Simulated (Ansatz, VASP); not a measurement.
One calculation of Ag, two programs

```xyz
1
Lattice="-1.6666 1.6666 1.6666 1.6666 -1.6666 1.6666 1.6666 1.6666 -1.6666" Properties=species:S:1:pos:R:3 pbc="T T T"
Ag    0.0000    0.0000    0.0000
```

Change from the starting cell: volume scaled by 1.02.

Alike in both runs: task single point; functional LDA; k mesh 11 × 11 × 11; occupations fermi-dirac, width 0.05 eV; no spin polarisation.

|  | VASP | Ansatz |
| --- | --- | --- |
| version | VASP 6.6.1 | Ansatz 0.2.0 |
| potentials or method | VASP PAW LDA potentials, release 64 (Ag), cutoff 520 eV | all-electron LAPW, scalar-relativistic |

```tsv
	VASP	Ansatz	Ansatz less VASP
gap on the k mesh at the Fermi level (eV)	none	none	-
pressure (GPa)	-12.6	-12.7	-0.15
```

LDA's correlation is that of Perdew and Zunger in VASP and of Perdew and Wang (1992) in Ansatz. A gap of «none» marks a metal or a gap that the smearing closes. Ansatz ran all-electron here, and VASP with PAW potentials.
